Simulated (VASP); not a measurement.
# Ir4Cl in VASP: single point with PBE

Aim: the single point of Ir4Cl with PBE.

Everything below comes from runs of VASP 6.6.1. Logs are shortened: lines on timing, memory, paths and dates and some standing lists are left out, and cuts for length are marked.

## (1) The cell of the first run

The cell holds a slab with vacuum, 5 atoms: a = 2.737 Å, b = 3.870 Å, c = 19.460 Å, α = 90.00°, β = 90.00°, γ = 90.00°.

## (2) Single point, PBE

The input, INCAR:

```
ALGO     = Normal         # electronic algorithm
DIPOL    = 0.5 0.5 0.348
EDIFF    = 1E-7           # SCF threshold, eV
ENCUT    = 520            # plane-wave cutoff, eV
GGA      = PE             # functional
IDIPOL   = 3            
ISIF     = 2              # what is computed and relaxed
ISMEAR   = 0              # smearing method
LASPH    = T              # aspherical terms in the spheres
LCHARG   = T              # write CHGCAR
LDIPOL   = T            
LELF     = T              # ELF
LREAL    = F              # projectors in reciprocal space
LVACPOTAV= T            
LVHAR    = T            
LWAVE    = F              # write WAVECAR
NBANDS   = 30             # bands
NELM     = 100            # most SCF steps
PREC     = Accurate       # precision mode
SIGMA    = 0.1            # smearing width, eV
```

The input, KPOINTS:

```
k-points
0
Gamma
  10 7 1
```

The input, POSCAR:

```
Ir4Cl
1.0
    2.7367600872      0.0000000000      0.0000000000
    0.0000000000      3.8703632323      0.0000000000
    0.0000000000      0.0000000000     19.4599433730
Ir Cl
4 1
Direct
    0.5000000000      0.5000000000      0.2055504440
    0.0000000000      0.0000000000      0.2758682254
    0.5000000000      0.5000000000      0.3454282605
    0.0000000000      0.0000000000      0.4090424736
    0.1666666667      0.3750000000      0.5033860579
```

Potentials or basis: VASP PAW PBE potentials, release 64 (Ir, Cl).

Started as:

```
> cat potpaw_PBE.64/Ir/POTCAR potpaw_PBE.64/Cl/POTCAR > POTCAR
> mpirun -np 1 vasp_std > vasp.out
```

OUTCAR:

```text
EDIFF = 1E-7
   ENCUT = 520
   GGA = PE
   ISIF = 2
   ISMEAR = 0
   LASPH = T
   LREAL = F
   NELM = 100
   PREC = Accurate

 ion  position               nearest neighbor table
   1  0.500  0.500  0.206-   3 2.72   2 2.74   2 2.74   2 2.74   2 2.74
   2  0.000  0.000  0.276-   4 2.59   3 2.73   3 2.73   3 2.73   3 2.73   1 2.74   1 2.74   1 2.74
                             1 2.74
   3  0.500  0.500  0.345-   4 2.67   4 2.67   4 2.67   4 2.67   1 2.72   2 2.73   2 2.73   2 2.73
                             2 2.73
   4  0.000  0.000  0.409-   5 2.38   2 2.59   3 2.67   3 2.67   3 2.67   3 2.67
   5  0.167  0.375  0.503-   4 2.38

  LATTYP: Found a simple orthorhombic cell.
 ALAT       =     2.7367600872
 B/A-ratio  =     1.4142135624
 C/A-ratio  =     7.1105770155

  Lattice vectors:

 A1 = (   2.7367600872,   0.0000000000,   0.0000000000)
 A2 = (   0.0000000000,   3.8703632323,   0.0000000000)
 A3 = (   0.0000000000,   0.0000000000,  19.4599433730)

Analysis of symmetry for initial positions (statically):
=====================================================================
 Subroutine PRICEL returns:
 Original cell was already a primitive cell.

 Routine SETGRP: Setting up the symmetry group for a
 simple orthorhombic supercell.

 Subroutine GETGRP returns: Found  1 space group operations
 (whereof  1 operations were pure point group operations)
 out of a pool of  8 trial point group operations.

The static configuration has the point symmetry C_1 .

Analysis of symmetry for dynamics (positions and initial velocities):
=====================================================================
 Subroutine PRICEL returns:
 Original cell was already a primitive cell.

 Routine SETGRP: Setting up the symmetry group for a
 simple orthorhombic supercell.

 Subroutine GETGRP returns: Found  1 space group operations
 (whereof  1 operations were pure point group operations)
 out of a pool of  8 trial point group operations.

The dynamic configuration has the point symmetry C_1 .

 Subroutine INISYM returns: Found  1 space group operations
 (whereof  1 operations are pure point group operations),
 and found     1 'primitive' translations

----------------------------------------------------------------------------------------

                                     Primitive cell

  volume of cell :     206.1247
[... 99 lines left out ...]
   IBRION =     -1    ionic relax: 0-MD 1-quasi-New 2-CG
   NFREE  =      0    steps in history (QN), initial steepest desc. (CG)
   ISIF   =      2    stress and relaxation
   ISYM   =      2    0-nonsym 1-usesym 2-fastsym
   POTIM  = 0.5000    time-step for ionic-motion
   TEBEG  =    0.0;   TEEND  =   0.0 temperature during run
   PSTRESS=    0.0 pullay stress
   NELECT =      43.0000    total number of electrons
   NUPDOWN=      -1.0000    fix difference up-down
   EMIN   =  10.00;   EMAX   =-10.00  energy-range for DOS
   EFERMI =   0.00;   METHOD = LEGACY
   ISMEAR =     0;   SIGMA  =   0.10  broadening in eV -4-tet -1-fermi 0-gaus
   EFERMI_NEDOS =   21; number of points for ismear=-14 and -15
   IALGO  =     38    algorithm
   IMIX   =      4    mixing-type and parameters
     AMIX     =   0.40;   BMIX     =  1.00
     AMIX_MAG =   1.60;   BMIX_MAG =  1.00
  volume/ion in A,a.u.               =      41.22       278.20
  Fermi-wavevector in a.u.,A,eV,Ry     =   0.970929  1.834790 12.826265  0.942704
  Thomas-Fermi vector in A             =   2.101105
   LORBIT       =      0    0 simple, 1 ext, 2 COOP (PROOUT), +10 PAW based schemes
   GGA     = PE    functional components
   LHFCALC =     F    Hartree Fock is set to
   AEXX    =    0.0000 exact exchange contribution
   IVDW    =     0    specifies the selected vdW correction
   LEPSILON=     F    determine dielectric tensor
   LRPA    =     F    only Hartree local field effects (RPA)
 non-spin polarized calculation
 Gauss-broadening in eV      SIGMA  =   0.10
  energy-cutoff  :      520.00
  volume of cell :      206.12
 maximum number of plane-waves:      5602
   NGX = 11   NGY = 15   NGZ = 73

 dipolmoment           0.000000      0.000000     -0.186212 electrons x Angstroem

 number of electron      42.9999995 magnetization

 dipolmoment           0.000000      0.000000      0.032899 electrons x Angstroem

 Free energy of the ion-electron system (eV)
  ---------------------------------------------------
  ext. energy  EPLUGINS =         0.00000000
  ---------------------------------------------------
  free energy    TOTEN  =       -34.14720280 eV

  energy without entropy =      -34.10557447  energy(sigma->0) =      -34.12638864

 E-fermi :  -0.2541     XC(G=0):  -5.7539

 val. band max:       -0.2546192844   @ k =   0.4000  -0.1429   0.0000
 cond. band min:      -0.2536567078   @ k =   0.5000   0.0000   0.0000
 fundamental gap:      0.0009625766
 Fermi energy:        -0.2541379387

 k-point     1 :       0.0000    0.0000    0.0000
  band No.  band energies     occupation
      1     -16.3547      2.00000
      2      -9.8222      2.00000
      3      -7.2157      2.00000
      4      -7.1366      2.00000
      5      -6.2444      2.00000
      6      -5.6942      2.00000
[... 781 lines left out ...]
     29       6.5635      0.00000
     30       7.1338      0.00000

 [... further k-points ...]

------------------------ aborting loop because EDIFF is reached ----------------------------------------

  FORCE on cell =-STRESS in cart. coord.  units (eV):
  Direction    XX          YY          ZZ          XY          YZ          ZX
  --------------------------------------------------------------------------------------
  -------------------------------------------------------------------------------------
  Total       -2.7666906     -4.2031748      0.6139176     -0.6782223     -0.7106858     -1.6094663
  in kB      -21.5050845    -32.6706676      4.7718925     -5.2717237     -5.5240573    -12.5101483
  external PRESSURE =     -16.4679532 kB  Pullay stress =       0.0000000 kB

 VOLUME and BASIS-vectors are now :
 -----------------------------------------------------------------------------
  energy-cutoff  :      520.00
  volume of cell :      206.12
      direct lattice vectors                 reciprocal lattice vectors
     2.736760087  0.000000000  0.000000000     0.365395566  0.000000000  0.000000000
     0.000000000  3.870363232  0.000000000     0.000000000  0.258373682  0.000000000
     0.000000000  0.000000000 19.459943373     0.000000000  0.000000000  0.051387611

 POSITION                                       TOTAL-FORCE (eV/Angst)
 -----------------------------------------------------------------------------------
      1.36838      1.93518      4.00000        -0.029879      0.025146      1.039722
      0.00000      0.00000      5.36838        -0.102980     -0.266830     -1.516464
      1.36838      1.93518      6.72201         0.268584      0.403466     -0.672737
      0.00000      0.00000      7.95994         0.769201      0.275889      1.142149
      0.45613      1.45139      9.79586        -0.904926     -0.437671      0.007330
 -----------------------------------------------------------------------------------
    total drift:                                0.000037     -0.000050     -0.000409

  FREE ENERGIE OF THE ION-ELECTRON SYSTEM (eV)
  ---------------------------------------------------
  free  energy   TOTEN  =       -34.1472028006 eV

  energy  without entropy=      -34.1055744735  energy(sigma->0) =      -34.12638864

 vacuum level on the upper side and lower side of the slab         5.485         4.923
```

OSZICAR:

```text
N       E                     dE             d eps       ncg     rms          rms(c)
DAV:   1     0.409836735152E+03    0.40984E+03   -0.16904E+04  2160   0.119E+03
DAV:   2     0.739908141160E+01   -0.40244E+03   -0.36617E+03  2276   0.355E+02
DAV:   3    -0.346280924621E+02   -0.42027E+02   -0.38758E+02  2854   0.107E+02
[... 22 lines left out ...]
DAV:  26    -0.341472009066E+02   -0.22248E-05   -0.69340E-08  1662   0.131E-03    0.926E-04
DAV:  27    -0.341472015140E+02   -0.60737E-06   -0.15861E-08  1630   0.840E-04    0.764E-04
DAV:  28    -0.341472022186E+02   -0.70462E-06   -0.23697E-08  1508   0.748E-04    0.449E-04
DAV:  29    -0.341472027208E+02   -0.50224E-06   -0.15418E-08  1522   0.574E-04    0.545E-04
DAV:  30    -0.341472028006E+02   -0.79783E-07   -0.24095E-09  1644   0.323E-04
   1 F= -.34147203E+02 E0= -.34126389E+02  d E =-.416283E-01
```

stdout:

```text
POSCAR found type information on POSCAR IrCl
 POSCAR found :  2 types and       5 ions
 scaLAPACK will be used
 LDA part: xc-table for (Slater+PW92), standard interpolation
 POSCAR, INCAR and KPOINTS ok, starting setup
 FFT: planning ... GRIDC
 FFT: planning ... GRID_SOFT
 FFT: planning ... GRID
 WAVECAR not read
 entering main loop
 -----------------------------------------------------------------------------
|                                                                             |
|           W    W    AA    RRRRR   N    N  II  N    N   GGGG   !!!           |
|           W    W   A  A   R    R  NN   N  II  NN   N  G    G  !!!           |
|           W    W  A    A  R    R  N N  N  II  N N  N  G       !!!           |
|           W WW W  AAAAAA  RRRRR   N  N N  II  N  N N  G  GGG   !            |
|           WW  WW  A    A  R   R   N   NN  II  N   NN  G    G                |
|           W    W  A    A  R    R  N    N  II  N    N   GGGG   !!!           |
|                                                                             |
|     Did not find any points to average over, which means that no vacuum     |
|     field-free region was found. Please increase the size of  your cell     |
|     in the dimension of the dipole correction to obtain accurate            |
|     workfunction values.                                                    |
|                                                                             |
 -----------------------------------------------------------------------------
```

It took 6.2 min on 1 thread of Intel Xeon Platinum 8259CL at 2.50GHz (Skylake/Cascade Lake), shared host; peak memory 0.39 GiB.

What came out:

| Property | Result |
| --- | --- |
| Free energy | -34.1472 eV |
| Largest force | 1.543 eV/Å |
| Band gap on the k mesh | zero (an odd number of electrons rules out a gap without spin polarisation) |

Forces in eV/Å, atoms in the order of the input:
```
Ir  -0.030  0.025  1.040
Ir  -0.103 -0.267 -1.516
Ir   0.269  0.403 -0.673
Ir   0.769  0.276  1.142
Cl  -0.905 -0.438  0.007
```

Caveat: spin-orbit coupling is left out, which moves the levels of the heavy elements; an odd number of electrons without spin polarisation forces a metal; a magnetic or distorted state may lie lower.
